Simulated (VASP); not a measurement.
Wanted: the native input for a VASP 6.6.1 run.

* Task: single point
* Functional: r2SCAN
* Potentials or basis: VASP PAW PBE potentials, release 64 (Ga_d, As)
* Cutoff: 520 eV
* k mesh: 8 × 8 × 8
* Occupations: gaussian, width 0.01 eV
* Spin: no spin polarisation
* Dipole correction: no
* Further INCAR settings: ALGO = Normal; EDIFF = 1e-06; NBANDS = 16

Crystal: GaAs.

```
Ga As
1.0
     0.00000    2.83309    2.74809
     2.83309    0.00000    2.74809
     2.83309    2.83309    0.00000
Ga As
1 1
Cartesian
  0.0000 0.0000 0.0000
  1.4165 1.4165 1.3740
```

This cell differs from its parent crystal: uniaxial z strain -3.0%.

These files were run (other wordings do the same):

POSCAR

```
GaAs
1.0
    0.0000000000      2.8330850955      2.7480925426
    2.8330850955      0.0000000000      2.7480925426
    2.8330850955      2.8330850955      0.0000000000
Ga As
1 1
Direct
    0.0000000000      0.0000000000      0.0000000000
    0.2500000000      0.2500000000      0.2500000000
```

INCAR.step1

```
SYSTEM = GaAs
  PREC = Accurate
  ENCUT = 520
  ISMEAR = 0
  SIGMA = 0.01
  LREAL = .False.
  LASPH = .True.
  NELM = 80
  NBANDS = 16
  GGA = PE
  ALGO = Normal
  EDIFF = 1E-4
  LWAVE = .True.
  LCHARG = .False.
```

INCAR.step2

```
SYSTEM = GaAs
  PREC = Accurate
  ENCUT = 520
  EDIFF = 1E-6
  ISMEAR = 0
  SIGMA = 0.01
  LREAL = .False.
  LASPH = .True.
  NELM = 80
  ALGO = Normal
  ISIF = 2
  LWAVE = .False.
  LCHARG = .True.
  METAGGA = R2SCAN
  LMIXTAU = .True.
  LELF = .True.
  LVHAR = .True.
  NBANDS = 16
  ISTART = 1
```

KPOINTS

```
regular mesh
0
Gamma
  8 8 8
  0 0 0
```

Potentials or basis: VASP PAW PBE potentials, release 64 (Ga_d, As).

Command:

```sh
$ cat potpaw_PBE.64/Ga_d/POTCAR potpaw_PBE.64/As/POTCAR > POTCAR
$ cp INCAR.step1 INCAR
$ mpirun -np 1 vasp_std > vasp.out
$ cp INCAR.step2 INCAR
$ mpirun -np 1 vasp_std > vasp.out
```

Results of the run:

```
Pressure               : 2.5 GPa
Band gap on the k mesh : 1.07 eV, direct
```

Caveat: the cell differs from its parent crystal (uniaxial z strain -3.0%); the PAW data sets were made with another functional, which shifts forces and pressure a little.

Wall time 110 s on 1 thread of Intel(R) Xeon(R) 6975P-C (Granite Rapids), with other jobs on the host, peak memory 0.19 GiB.
